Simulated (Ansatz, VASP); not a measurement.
Given: the input of a run of VASP 6.6.1 on Ge.

Contents of INCAR:

```
PREC = Accurate
ENCUT = 600
EDIFF = 1E-7
ISMEAR = -1
SIGMA = 0.05
LREAL = F
LASPH = T
NELM = 80
ALGO = Normal
ISIF = 3
LWAVE = F
LCHARG = F
GGA = RE
IBRION = 2
NSW = 60
EDIFFG = -0.01
```

The input KPOINTS:

```
regular mesh
0
Gamma
  10 10 6
```

Contents of POSCAR:

```
Ge
1.0
    1.4880529250     -2.5946896100      0.0000000000
    1.4880529250      2.5946896100      0.0000000000
    0.0000000000      0.0000000000      4.7275957900
Ge
2
Direct
    0.3334466300      0.6665533700      0.2500000000
    0.6665533700      0.3334466300      0.7500000000
```

Potentials or basis: VASP PAW PBE potentials, release 64 (Ge_d).

Command:

```console
$ cat potpaw_PBE.64/Ge_d/POTCAR > POTCAR
$ mpirun -np 1 vasp_std > vasp.out
```

**Question.** Set up the same calculation for Ansatz 0.2.0. Potentials there: Ansatz PAW.

**Answer.** As run (the cutoff follows the program's own potentials):

The input input.yaml:

```yaml
crystal:
  lattice:
    - [1.488052925, -2.59468961, 0.0]
    - [1.488052925, 2.59468961, 0.0]
    - [0.0, 0.0, 4.72759579]
  atoms:
    - { symbol: Ge, position: [0.33344663, 0.66655337, 0.25] }
    - { symbol: Ge, position: [0.66655337, 0.33344663, 0.75] }
hamiltonian:
  xc: revpbe
  pseudopotentials: { kind: paw }
kpoints:
  mp_grid: { grid: [10, 10, 6] }
scf:
  occupations: { method: fermi_dirac, width: 0.05 }
output:
  forces: true
  stress: true
  eigenvalues: true
relax:
  f_tol: 0.01
  max_steps: 40
  cell: { stress_tol: 0.05 }
```

Potentials or basis: Ansatz PAW.

Run with:

```console
$ ansatz run input.yaml --threads 2 --pin off --max-ram 5632MiB --backend cpu --events-out ev --progress --plain --runs-dir out
```

Both were run:

|  | VASP | Ansatz | Ansatz less VASP |
| --- | --- | --- | --- |
| gap on the k mesh at the Fermi level, each at its own relaxed structure (eV) | none | none | - |
| relaxed volume (Å³/atom) | 19.65 | 19.63 | -0.017 |
| relaxed cell length with the largest relative difference (Å) | 3.045 | 3.049 | +0.0040 |

VASP's potentials were made for PBE, not for revPBE. A gap of «none» marks a metal or a gap that the smearing closes.

Noted on Ansatz's run: the plane-wave basis is chosen anew once the cell has moved, so the energies of steps on either side of that aren't comparable.
